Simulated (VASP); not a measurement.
# ScGa3Te (P6/mmm) in VASP: further runs

The runs below take ScGa3Te through relaxation of cell and atoms, single point, with PBE.

Everything below comes from runs of VASP 6.6.1. Logs are shortened: lines on timing, memory, paths and dates and some standing lists are left out, and cuts for length are marked.

## Step 1: The cell of the first run

Symmetry: P6/mmm, No. 191, hexagonal system. The conventional cell has a = 4.627 Å, b = 4.627 Å, c = 5.751 Å, α = 90.00°, β = 90.00°, γ = 120.00°. Sc (site symmetry 6/mmm) has 6 Ga at 2.31 Å and 2 Te at 2.88 Å within 3.1 Å. Within 3.1 Å of Ga (site symmetry mmm) lie 4 Ga at 2.31 Å and 2 Sc at 2.31 Å. Te (site symmetry 6/mmm) has 2 Sc at 2.88 Å and 12 Ga at 3.69 Å within 3.8 Å.

The cell was generated, and may not be a known phase.

## Step 2: Relaxation of cell and atoms, PBE

Input file INCAR:

```
PREC     = Accurate       # precision mode
ENCUT    = 600            # plane-wave cutoff, eV
EDIFF    = 1E-6           # SCF threshold, eV
ISMEAR   = 0              # smearing method
SIGMA    = 0.1            # smearing width, eV
LREAL    = False          # projectors in reciprocal space
LASPH    = True           # aspherical terms in the spheres
NELM     = 100            # most SCF steps
ALGO     = Normal         # electronic algorithm
ISIF     = 3              # what is computed and relaxed
LWAVE    = False          # write WAVECAR
LCHARG   = False          # write CHGCAR
GGA      = PE             # functional
IBRION   = 2              # ionic algorithm
NSW      = 90             # ionic steps
EDIFFG   = -0.04          # ionic threshold
```

Input file KPOINTS:

```
Automatic mesh
0
Gamma
  6 6 4
```

Input file POSCAR:

```
ScGa3Te
1.0
    4.6267260800      0.0000000000      0.0000000000
   -2.3133630400      4.0068623200      0.0000000000
    0.0000000000      0.0000000000      5.7510514700
Sc Ga Te
1 3 1
Direct
    0.0000000000      0.0000000000      0.5000000000
    0.5000000000      0.0000000000      0.5000000000
    0.0000000000      0.5000000000      0.5000000000
    0.5000000000      0.5000000000      0.5000000000
    0.0000000000      0.0000000000      0.0000000000
```

Potentials or basis: VASP PAW PBE potentials, release 64 (Sc_sv, Ga_d, Te).

Command:

```bash
> cat potpaw_PBE.64/Sc_sv/POTCAR potpaw_PBE.64/Ga_d/POTCAR potpaw_PBE.64/Te/POTCAR > POTCAR
> mpirun -np 1 vasp_std > vasp.out
```

OUTCAR:

```text
PREC = Accurate
   ENCUT = 600
   EDIFF = 1E-6
   ISMEAR = 0
   LREAL = False
   LASPH = True
   NELM = 100
   ISIF = 3
   GGA = PE
   IBRION = 2
   NSW = 90
   EDIFFG = -0.04

 ion  position               nearest neighbor table
   1  0.000  0.000  0.500-   3 2.31   4 2.31   3 2.31   4 2.31   2 2.31   2 2.31   5 2.88   5 2.88

   2  0.500  0.000  0.500-   3 2.31   4 2.31   4 2.31   3 2.31   1 2.31   1 2.31
   3  0.000  0.500  0.500-   1 2.31   2 2.31   1 2.31   2 2.31   4 2.31   4 2.31
   4  0.500  0.500  0.500-   1 2.31   2 2.31   2 2.31   1 2.31   3 2.31   3 2.31
   5  0.000  0.000  0.000-   1 2.88   1 2.88

  LATTYP: Found a hexagonal cell.
 ALAT       =     4.6267260800
 C/A-ratio  =     1.2430066899

  Lattice vectors:

 A1 = (   4.6267260800,   0.0000000000,   0.0000000000)
 A2 = (  -2.3133630400,   4.0068623200,   0.0000000000)
 A3 = (   0.0000000000,   0.0000000000,   5.7510514700)

Analysis of symmetry for initial positions (statically):
=====================================================================
 Subroutine PRICEL returns:
 Original cell was already a primitive cell.

 Routine SETGRP: Setting up the symmetry group for a
 hexagonal supercell.

 Subroutine GETGRP returns: Found 24 space group operations
 (whereof 24 operations were pure point group operations)
 out of a pool of 24 trial point group operations.

The static configuration has the point symmetry D_6h.

Analysis of symmetry for dynamics (positions and initial velocities):
=====================================================================
 Subroutine PRICEL returns:
 Original cell was already a primitive cell.

 Routine SETGRP: Setting up the symmetry group for a
 hexagonal supercell.

 Subroutine GETGRP returns: Found 24 space group operations
 (whereof 24 operations were pure point group operations)
 out of a pool of 24 trial point group operations.

The dynamic configuration has the point symmetry D_6h.

 Subroutine INISYM returns: Found 24 space group operations
 (whereof 24 operations are pure point group operations),
 and found     1 'primitive' translations

----------------------------------------------------------------------------------------

                                     Primitive cell

  volume of cell :     106.6168

  direct lattice vectors                    reciprocal lattice vectors
     4.626726080  0.000000000  0.000000000     0.216135553  0.124785920  0.000000000
    -2.313363040  4.006862320  0.000000000     0.000000000  0.249571840  0.000000000
     0.000000000  0.000000000  5.751051470     0.000000000  0.000000000  0.173881247

  length of vectors
     4.626726080  4.626726079  5.751051470     0.249571839  0.249571840  0.173881247
[... 70 lines left out ...]
   ions per type =               1   3   1
   NGX,Y,Z   is equivalent  to a cutoff of  14.37, 14.37, 13.88 a.u.
   NGXF,Y,Z  is equivalent  to a cutoff of  28.75, 28.75, 27.75 a.u.
 SYSTEM =  unknown system
   PREC   = accura    normal or accurate (medium, high low for compatibility)
   ISTART =      0    job   : 0-new  1-cont  2-samecut
   ICHARG =      2    charge: 1-file 2-atom 10-const
   ISPIN  =      1    spin polarized calculation?
   LNONCOLLINEAR =      F non collinear calculations
   LSORBIT =      F    spin-orbit coupling
   LASPH  =      T    aspherical Exc in radial PAW
   ENCUT  =  600.0 eV  44.10 Ry    6.64 a.u.   9.24  9.24 11.49*2*pi/ulx,y,z
   NELM   =    100;   NELMIN=  2; NELMDL= -5     # of ELM steps
   EDIFF  = 0.1E-05   stopping-criterion for ELM
   LREAL  =      F    real-space projection
   EDIFFG = -.4E-01   stopping-criterion for IOM
   NSW    =     90    number of steps for IOM
   IBRION =      2    ionic relax: 0-MD 1-quasi-New 2-CG
   NFREE  =      1    steps in history (QN), initial steepest desc. (CG)
   ISIF   =      3    stress and relaxation
   ISYM   =      2    0-nonsym 1-usesym 2-fastsym
   POTIM  = 0.5000    time-step for ionic-motion
   TEBEG  =    0.0;   TEEND  =   0.0 temperature during run
   PSTRESS=    0.0 pullay stress
   NELECT =      56.0000    total number of electrons
   NUPDOWN=      -1.0000    fix difference up-down
   EMIN   =  10.00;   EMAX   =-10.00  energy-range for DOS
   EFERMI =   0.00;   METHOD = LEGACY
   ISMEAR =     0;   SIGMA  =   0.10  broadening in eV -4-tet -1-fermi 0-gaus
   EFERMI_NEDOS =   21; number of points for ismear=-14 and -15
   IALGO  =     38    algorithm
   IMIX   =      4    mixing-type and parameters
     AMIX     =   0.40;   BMIX     =  1.00
     AMIX_MAG =   1.60;   BMIX_MAG =  1.00
  volume/ion in A,a.u.               =      21.32       143.90
  Fermi-wavevector in a.u.,A,eV,Ry     =   1.320877  2.496095 23.738300  1.744716
  Thomas-Fermi vector in A             =   2.450671
   LORBIT       =      0    0 simple, 1 ext, 2 COOP (PROOUT), +10 PAW based schemes
   GGA     = PE    functional components
   LHFCALC =     F    Hartree Fock is set to
   AEXX    =    0.0000 exact exchange contribution
   IVDW    =     0    specifies the selected vdW correction
   LEPSILON=     F    determine dielectric tensor
   LRPA    =     F    only Hartree local field effects (RPA)
 conjugate gradient relaxation of ions
 non-spin polarized calculation
 Gauss-broadening in eV      SIGMA  =   0.10
  energy-cutoff  :      600.00
  volume of cell :      106.62
 maximum number of plane-waves:      3574
 NGX is ok and might be reduce to    40
   NGX = 19   NGY = 19   NGZ = 23

--------------------------------------- Ionic step        1  -------------------------------------------

 number of electron      55.9999999 magnetization

 Free energy of the ion-electron system (eV)
  ---------------------------------------------------
  ext. energy  EPLUGINS =         0.00000000
  ---------------------------------------------------
  free energy    TOTEN  =       -12.06943493 eV

  energy without entropy =      -12.04664249  energy(sigma->0) =      -12.05803871

 E-fermi :   5.1422     XC(G=0): -10.0618

 val. band max:        5.1414621674   @ k =   0.5000   0.0000   0.2500
 cond. band min:       5.1443209223   @ k =   0.5000   0.0000   0.5000
 fundamental gap:      0.0028587549
 Fermi energy:         5.1421771714

 k-point     1 :       0.0000    0.0000    0.0000
  band No.  band energies     occupation
      1     -42.4801      2.00000
      2     -21.5257      2.00000
      3     -21.5257      2.00000
      4     -21.3211      2.00000
      5     -10.9868      2.00000
      6     -10.6720      2.00000
[... 978 lines left out ...]
--------------------------------------- Ionic step        7  -------------------------------------------

 number of electron      55.9999963 magnetization

 Free energy of the ion-electron system (eV)
  ---------------------------------------------------
  ext. energy  EPLUGINS =         0.00000000
  ---------------------------------------------------
  free energy    TOTEN  =       -18.90934394 eV

  energy without entropy =      -18.89109705  energy(sigma->0) =      -18.90022049

 E-fermi :   2.7443     XC(G=0):  -8.5724

 val. band max:        2.7422169818   @ k =   0.3333   0.0000   0.2500
 cond. band min:       2.8195528155   @ k =   0.3333   0.3333   0.0000
 fundamental gap:      0.0773358336
 Fermi energy:         2.7442857551

 k-point     1 :       0.0000    0.0000    0.0000
  band No.  band energies     occupation
      1     -46.2368      2.00000
      2     -25.0089      2.00000
      3     -24.8949      2.00000
      4     -24.8949      2.00000
      5     -12.1960      2.00000
      6     -12.0902      2.00000
[... 777 lines left out ...]
  FREE ENERGIE OF THE ION-ELECTRON SYSTEM (eV)
  ---------------------------------------------------
  free  energy   TOTEN  =       -18.9093439440 eV

  energy  without entropy=      -18.8910970454  energy(sigma->0) =      -18.90022049

 reached required accuracy - stopping structural energy minimisation
```

OSZICAR:

```text
N       E                     dE             d eps       ncg     rms          rms(c)
DAV:   1     0.660640712162E+03    0.66064E+03   -0.29502E+04  1402   0.297E+03
[... 119 lines left out ...]
DAV:   1    -0.189180276424E+02   -0.90579E-02   -0.17865E-01  1818   0.461E+00    0.562E-01
DAV:   2    -0.189113371712E+02    0.66905E-02   -0.24114E-02  1968   0.174E+00    0.246E-01
DAV:   3    -0.189097910345E+02    0.15461E-02   -0.33575E-03  1888   0.430E-01    0.123E-01
DAV:   4    -0.189093617744E+02    0.42926E-03   -0.88640E-04  2154   0.226E-01    0.368E-02
DAV:   5    -0.189093438401E+02    0.17934E-04   -0.85472E-05  1619   0.736E-02    0.168E-02
DAV:   6    -0.189093432500E+02    0.59009E-06   -0.10930E-05  1894   0.298E-02    0.416E-03
DAV:   7    -0.189093439440E+02   -0.69397E-06   -0.14664E-06  1003   0.961E-03
   7 F= -.18909344E+02 E0= -.18900220E+02  d E =-.215518E-01
```

CONTCAR:

```text
ScGa3Te
   1.00000000000000
     5.6397208454117420    0.0000000000000000   -0.0000000000000000
    -2.8198604227058710    4.8841415196773603   -0.0000000000000000
     0.0000000000000000   -0.0000000000000000    5.4944141424513004
  Sc              Ga              Te
     1     3     1
Direct
     0.0000000000000000    0.0000000000000000    0.5000000000000000
     0.5000000000000000    0.0000000000000000    0.5000000000000000
     0.0000000000000000    0.5000000000000000    0.5000000000000000
     0.5000000000000000    0.5000000000000000    0.5000000000000000
     0.0000000000000000    0.0000000000000000    0.0000000000000000

  0.00000000E+00  0.00000000E+00  0.00000000E+00
  0.00000000E+00  0.00000000E+00  0.00000000E+00
  0.00000000E+00  0.00000000E+00  0.00000000E+00
  0.00000000E+00  0.00000000E+00  0.00000000E+00
  0.00000000E+00  0.00000000E+00  0.00000000E+00
```

Run time: 8.9 min. Hardware: 1 thread of Intel Xeon 6975P-C (Granite Rapids), shared host; peak memory 0.32 GiB.

Results:

* Free energy: -18.9093 eV
* Relaxed volume: 30.27 Å³/atom
* Relaxed cell: a = 5.640 Å, b = 5.640 Å, c = 5.494 Å, α = 90.00°, β = 90.00°, γ = 120.00°
* Space group after relaxing (to 0.1 Å): P6/mmm (No. 191)
* Energy gained by relaxing: 1368.0 meV/atom
* Ionic steps: 7
* Pressure after relaxing: 0.0 GPa
* Band gap on the k mesh: zero (bands 28 and 29 overlap by 1.52 eV)

Stress tensor (GPa, compression positive):
```
-0.07  0.00  0.00
 0.00 -0.07  0.00
 0.00  0.00  0.02
```

The path:
| step | energy change (eV) | largest force (eV/Å) | pressure (GPa) | volume (Å³) |
| --- | --- | --- | --- | --- |
| 1 | 0.0000 | 0.0000 | 39.14 | 106.62 |
| 2 | -5.5712 | 0.0000 | -3.88 | 199.45 |
| 3 | -6.8169 | 0.0000 | -0.54 | 153.71 |
| 4 | -6.8171 | 0.0000 | -1.02 | 155.84 |
| 5 | -6.8184 | 0.0000 | -0.77 | 154.74 |
| 6 | -6.8395 | 0.0000 | -0.17 | 151.82 |
| 7 | -6.8399 | 0.0000 | -0.04 | 151.34 |

Final structure:
```cif
data_structure
_symmetry_space_group_name_H-M 'P 1'
_symmetry_Int_Tables_number 1
_cell_length_a 5.6397
_cell_length_b 5.6397
_cell_length_c 5.4944
_cell_angle_alpha 90.000
_cell_angle_beta 90.000
_cell_angle_gamma 120.000
_cell_volume 151.34
loop_
_atom_site_label
_atom_site_type_symbol
_atom_site_fract_x
_atom_site_fract_y
_atom_site_fract_z
_atom_site_occupancy
Sc1 Sc 0.00000 0.00000 0.50000 1
Ga1 Ga 0.50000 0.00000 0.50000 1
Ga2 Ga 0.00000 0.50000 0.50000 1
Ga3 Ga 0.50000 0.50000 0.50000 1
Te1 Te 0.00000 0.00000 0.00000 1
```

Caveat: the volume moved by over 15 % at a fixed basis, so the end points are rough; spin-orbit coupling is left out, which moves the levels of the heavy elements.

(Part 1 of 2 ends here.)

The gap in the log of VASP goes by the Fermi energy; the results here count the filled bands.